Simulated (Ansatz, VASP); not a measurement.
**W in VASP and in Ansatz**

```
W
1.0
     5.08300    0.00000    0.00000
     0.00000    5.08300    0.00000
     0.00000    0.00000    5.08300
W
8
Direct
  0.00000 0.00000 0.00000
  0.50000 0.50000 0.50000
  0.00000 0.50000 0.25000
  0.00000 0.50000 0.75000
  0.25000 0.00000 0.50000
  0.75000 0.00000 0.50000
  0.50000 0.75000 0.00000
  0.50000 0.25000 0.00000
```

Alike in both runs: task single point; functional PBEsol; k mesh 4 × 4 × 4; occupations fermi-dirac, width 0.1 eV; no spin polarisation.

```csv
,VASP,Ansatz
version,VASP 6.6.1,Ansatz 0.2.0
potentials or method,"VASP PAW PBE potentials, release 64 (W_sv), cutoff 520 eV","plane waves, PAW"
valence electrons in the cell,112,112
```

|  | VASP | Ansatz | Ansatz less VASP |
| --- | --- | --- | --- |
| gap on the k mesh at the Fermi level (eV) | none | none | - |
| pressure (GPa) | -8.6 | -9.2 | -0.61 |

VASP's potentials were made for PBE, not for PBEsol. A gap of «none» marks a metal or a gap that the smearing closes.

Neither program's run includes spin-orbit coupling.
